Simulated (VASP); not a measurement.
# Ta (Im-3m) in VASP: further runs

The runs below take Ta through electric field gradients, with PBEsol.

Everything below comes from runs of VASP 6.6.1. Logs are shortened: lines on timing, memory, paths and dates and some standing lists are left out, and cuts for length are marked.

## 1. The cell of the first run

Symmetry: Im-3m, No. 229, cubic system. Conventional cell: a = 3.324 Å, b = 3.324 Å, c = 3.324 Å, α = 90.00°, β = 90.00°, γ = 90.00°. Within 3.8 Å of Ta (site symmetry m-3m) lie 14 Ta at 2.88 to 3.32 Å.

## 2. Electric field gradients, PBEsol (volume scaled by 1.02)

The input, INCAR:

```
SYSTEM = Ta
PREC     = Accurate       ! precision mode
ENCUT    = 520            ! plane-wave cutoff, eV
EDIFF    = 1E-8           ! SCF threshold, eV
ISMEAR   = -1             ! smearing method
SIGMA    = 0.08           ! smearing width, eV
LREAL    = .False.        ! projectors in reciprocal space
LASPH    = .True.         ! aspherical terms in the spheres
NELM     = 100            ! most SCF steps
ALGO     = Normal         ! electronic algorithm
ISIF     = 2              ! what is computed and relaxed
LWAVE    = .False.        ! write WAVECAR
LCHARG   = .False.        ! write CHGCAR
GGA      = PS             ! functional
LEFG     = .True.       
NBANDS   = 12             ! bands
```

The input, KPOINTS:

```
regular mesh
0
Gamma
  17 17 17
  0 0 0
```

The input, POSCAR:

```
Ta
1.0
   -1.6622159478      1.6622159478      1.6622159478
    1.6622159478     -1.6622159478      1.6622159478
    1.6622159478      1.6622159478     -1.6622159478
Ta
1
Direct
    0.0000000000      0.0000000000      0.0000000000
```

Potentials or basis: VASP PAW PBE potentials, release 64 (Ta_pv).

Started as:

```sh
$ cat potpaw_PBE.64/Ta_pv/POTCAR > POTCAR
$ mpirun -np 1 vasp_std > vasp.out
```

OUTCAR:

```text
SYSTEM = Ta
   PREC = Accurate
   ENCUT = 520
   EDIFF = 1E-8
   ISMEAR = -1
   LREAL = .False.
   LASPH = .True.
   NELM = 100
   ISIF = 2
   GGA = PS

 ion  position               nearest neighbor table
   1  0.000  0.000  0.000-

  LATTYP: Found a body centered cubic cell.
 ALAT       =     3.3244318956

  Lattice vectors:

 A1 = (  -1.6622159478,   1.6622159478,   1.6622159478)
 A2 = (   1.6622159478,  -1.6622159478,   1.6622159478)
 A3 = (   1.6622159478,   1.6622159478,  -1.6622159478)

Analysis of symmetry for initial positions (statically):
=====================================================================
 Subroutine PRICEL returns:
 Original cell was already a primitive cell.

 Routine SETGRP: Setting up the symmetry group for a
 body centered cubic supercell.

 Subroutine GETGRP returns: Found 48 space group operations
 (whereof 48 operations were pure point group operations)
 out of a pool of 48 trial point group operations.

The static configuration has the point symmetry O_h .

Analysis of symmetry for dynamics (positions and initial velocities):
=====================================================================
 Subroutine PRICEL returns:
 Original cell was already a primitive cell.

 Routine SETGRP: Setting up the symmetry group for a
 body centered cubic supercell.

 Subroutine GETGRP returns: Found 48 space group operations
 (whereof 48 operations were pure point group operations)
 out of a pool of 48 trial point group operations.

The dynamic configuration has the point symmetry O_h .

 Subroutine INISYM returns: Found 48 space group operations
 (whereof 48 operations are pure point group operations),
 and found     1 'primitive' translations

----------------------------------------------------------------------------------------

                                     Primitive cell

  volume of cell :      18.3706

  direct lattice vectors                    reciprocal lattice vectors
    -1.662215948  1.662215948  1.662215948     0.000000000  0.300803274  0.300803274
     1.662215948 -1.662215948  1.662215948     0.300803274  0.000000000  0.300803274
     1.662215948  1.662215948 -1.662215948     0.300803274  0.300803274  0.000000000

  length of vectors
     2.879042475  2.879042475  2.879042475     0.425400070  0.425400070  0.425400070

  position of ions in fractional coordinates (direct lattice)
[... 119 lines left out ...]
  ext. energy  EPLUGINS =         0.00000000
  ---------------------------------------------------
  free energy    TOTEN  =       -12.54967536 eV

  energy without entropy =      -12.52152031  energy(sigma->0) =      -12.53559784

 E-fermi :   5.1675     XC(G=0): -12.6276

 val. band max:        5.1640424112   @ k =  -0.2353   0.2353   0.1176
 cond. band min:       5.1678943053   @ k =  -0.4706  -0.4706   0.1765
 fundamental gap:      0.0038518942
 Fermi energy:         5.1674729474

 k-point     1 :       0.0000    0.0000    0.0000
  band No.  band energies     occupation
      1     -27.9411      2.00000
      2     -27.9411      2.00000
      3     -27.9411      2.00000
      4      -2.6893      2.00000
      5       5.8826      0.00026
      6       5.8826      0.00026
      7       5.8826      0.00026
      8       9.0823      0.00000
      9       9.0823      0.00000
     10      19.7553      0.00000
     11      20.1111      0.00000
     12      20.1111      0.00000
[... 331 lines left out ...]
 k-point    24 :       0.1765    0.1765    0.0000
  band No.  band energies     occupation
      1     -28.6557      2.00000
      2     -28.1783      2.00000
      3     -28.0148      2.00000
      4       0.5225      2.00000
      5       4.3352      1.99994
      6       4.5940      1.99846
      7       8.1463      0.00000
      8       9.7408      0.00000
      9       9.8961      0.00000
     10      19.5228      0.00000
     11      19.8256      0.00000
     12      21.7152      0.00000

 [... further k-points ...]
[... 5 lines left out ...]
  --------------------------------------------------------------------------------------
  -------------------------------------------------------------------------------------
  Total       -0.8451518     -0.8451518     -0.8451518     -0.0000000     -0.0000000      0.0000000
  in kB      -73.7094207    -73.7094207    -73.7094207     -0.0000000     -0.0000000      0.0000000
  external PRESSURE =     -73.7094207 kB  Pullay stress =       0.0000000 kB

 VOLUME and BASIS-vectors are now :
 -----------------------------------------------------------------------------
  energy-cutoff  :      520.00
  volume of cell :       18.37
      direct lattice vectors                 reciprocal lattice vectors
    -1.662215948  1.662215948  1.662215948     0.000000000  0.300803274  0.300803274
     1.662215948 -1.662215948  1.662215948     0.300803274  0.000000000  0.300803274
     1.662215948  1.662215948 -1.662215948     0.300803274  0.300803274  0.000000000

 POSITION                                       TOTAL-FORCE (eV/Angst)
 -----------------------------------------------------------------------------------
      0.00000      0.00000      0.00000         0.000000     -0.000000      0.000000
 -----------------------------------------------------------------------------------
    total drift:                               -0.000000      0.000000      0.000000

  FREE ENERGIE OF THE ION-ELECTRON SYSTEM (eV)
  ---------------------------------------------------
  free  energy   TOTEN  =       -12.5496753644 eV

  energy  without entropy=      -12.5215203079  energy(sigma->0) =      -12.53559784

 Electric field gradients (V/A^2)
---------------------------------------------------------------------
 ion       V_xx      V_yy      V_zz      V_xy      V_xz      V_yz
---------------------------------------------------------------------
   1      -0.000     0.000    -0.000     0.000     0.000     0.000
---------------------------------------------------------------------

 Electric field gradients after diagonalization (V/A^2)
 (convention: |V_zz| > |V_xx| > |V_yy|)
----------------------------------------------------------------------
 ion       V_xx      V_yy      V_zz     asymmetry (V_yy - V_xx)/ V_zz
----------------------------------------------------------------------
   1      -0.000    -0.000     0.000       0.000
----------------------------------------------------------------------

           NMR quadrupolar parameters

 Cq : quadrupolar parameter    Cq=e*Q*V_zz/h
 eta: asymmetry parameters     (V_yy - V_xx)/ V_zz
 Q  : nuclear electric quadrupole moment in mb (millibarn)
----------------------------------------------------------------------
 ion       Cq(MHz)       eta       Q (mb)
----------------------------------------------------------------------
   1       0.000       0.000       1.000
----------------------------------------------------------------------
```

stdout:

```text
POSCAR found type information on POSCAR Ta
 POSCAR found :  1 types and       1 ions
 scaLAPACK will be used
 -----------------------------------------------------------------------------
|                                                                             |
|                                                                             |
|     You enforced a specific xc type in the INCAR file but a different       |
|     I HOPE YOU KNOW WHAT YOU ARE DOING!                                     |
|                                                                             |
 -----------------------------------------------------------------------------

 LDA part: xc-table for (Slater+PW92), standard interpolation
 POSCAR, INCAR and KPOINTS ok, starting setup
 FFT: planning ... GRIDC
 FFT: planning ... GRID_SOFT
 FFT: planning ... GRID
 WAVECAR not read
 entering main loop
ion   1
```

Run time: 48 s. Hardware: 1 thread of AMD EPYC 7R13, shared host; peak memory 0.13 GiB.

What came out:

```yaml
Free_energy: -12.5497 eV
Pressure: -7.4 GPa
```

Caveat: without QUAD_EFG the Cq values of the log hold for a quadrupole moment of 1 mb, not for the nuclei; the PAW data sets were made with another functional, which shifts forces and pressure a little; spin-orbit coupling is left out, which moves the levels of the heavy elements.

## 3. Electric field gradients, PBEsol (volume scaled by 1.06)

The input, INCAR:

```
ALGO = Normal
EDIFF = 1E-8
ENCUT = 520
GGA = PS
ISIF = 2
ISMEAR = -1
LASPH = T
LCHARG = F
LEFG = T
LREAL = F
LWAVE = F
NBANDS = 12
NELM = 80
PREC = Accurate
SIGMA = 0.08
```

The input, KPOINTS:

```
k-points
0
Gamma
  17 17 17
```

The input, POSCAR:

```
Ta
1.0
   -1.6836662614      1.6836662614      1.6836662614
    1.6836662614     -1.6836662614      1.6836662614
    1.6836662614      1.6836662614     -1.6836662614
Ta
1
Direct
    0.0000000000      0.0000000000      0.0000000000
```

Potentials or basis: VASP PAW PBE potentials, release 64 (Ta_pv).

Started as:

```sh
$ cat potpaw_PBE.64/Ta_pv/POTCAR > POTCAR
$ mpirun -np 1 vasp_std > vasp.out
```

OUTCAR:

```text
EDIFF = 1E-8
   ENCUT = 520
   GGA = PS
   ISIF = 2
   ISMEAR = -1
   LASPH = T
   LREAL = F
   NELM = 80
   PREC = Accurate

 ion  position               nearest neighbor table
   1  0.000  0.000  0.000-

  LATTYP: Found a body centered cubic cell.
 ALAT       =     3.3673325228

  Lattice vectors:

 A1 = (  -1.6836662614,   1.6836662614,   1.6836662614)
 A2 = (   1.6836662614,  -1.6836662614,   1.6836662614)
 A3 = (   1.6836662614,   1.6836662614,  -1.6836662614)

Analysis of symmetry for initial positions (statically):
=====================================================================
 Subroutine PRICEL returns:
 Original cell was already a primitive cell.

[... 543 lines left out ...]
  in kB     -137.9490944   -137.9490944   -137.9490944      0.0000000     -0.0000000      0.0000000
  external PRESSURE =    -137.9490944 kB  Pullay stress =       0.0000000 kB

 VOLUME and BASIS-vectors are now :
 -----------------------------------------------------------------------------
  energy-cutoff  :      520.00
  volume of cell :       19.09
      direct lattice vectors                 reciprocal lattice vectors
    -1.683666261  1.683666261  1.683666261     0.000000000  0.296970968  0.296970968
     1.683666261 -1.683666261  1.683666261     0.296970968  0.000000000  0.296970968
     1.683666261  1.683666261 -1.683666261     0.296970968  0.296970968  0.000000000

 POSITION                                       TOTAL-FORCE (eV/Angst)
 -----------------------------------------------------------------------------------
      0.00000      0.00000      0.00000         0.000000      0.000000      0.000000
 -----------------------------------------------------------------------------------
    total drift:                               -0.000000      0.000000      0.000000

  FREE ENERGIE OF THE ION-ELECTRON SYSTEM (eV)
  ---------------------------------------------------
  free  energy   TOTEN  =       -12.5018165531 eV

  energy  without entropy=      -12.4723039682  energy(sigma->0) =      -12.48706026

 Electric field gradients (V/A^2)
---------------------------------------------------------------------
 ion       V_xx      V_yy      V_zz      V_xy      V_xz      V_yz
---------------------------------------------------------------------
   1      -0.000    -0.000     0.000     0.000     0.000     0.000
---------------------------------------------------------------------

 Electric field gradients after diagonalization (V/A^2)
 (convention: |V_zz| > |V_xx| > |V_yy|)
----------------------------------------------------------------------
 ion       V_xx      V_yy      V_zz     asymmetry (V_yy - V_xx)/ V_zz
----------------------------------------------------------------------
   1      -0.000    -0.000     0.001       0.000
----------------------------------------------------------------------

           NMR quadrupolar parameters

 Cq : quadrupolar parameter    Cq=e*Q*V_zz/h
 eta: asymmetry parameters     (V_yy - V_xx)/ V_zz
 Q  : nuclear electric quadrupole moment in mb (millibarn)
----------------------------------------------------------------------
 ion       Cq(MHz)       eta       Q (mb)
----------------------------------------------------------------------
   1       0.000       0.000       1.000
----------------------------------------------------------------------
```

It took 44 s on 1 thread of AMD EPYC 7R13, shared host; peak memory 0.14 GiB.

What came out:

| Quantity | Value |
| --- | --- |
| Free energy | -12.5018 eV |
| Pressure | -13.8 GPa |

Levels at points of the mesh, in eV from the Fermi level:
| k point | band 3 | band 4 | band 5 | band 6 | band 7 | band 8 | band 9 | band 10 |
| --- | --- | --- | --- | --- | --- | --- | --- | --- |
| (0.00, 0.00, 0.00) | -33.27 | -7.71 | 0.70 | 0.70 | 0.70 | 3.77 | 3.77 | 14.44 |

Caveat: without QUAD_EFG the Cq values of the log hold for a quadrupole moment of 1 mb, not for the nuclei; the PAW data sets were made with another functional, which shifts forces and pressure a little; spin-orbit coupling is left out, which moves the levels of the heavy elements.
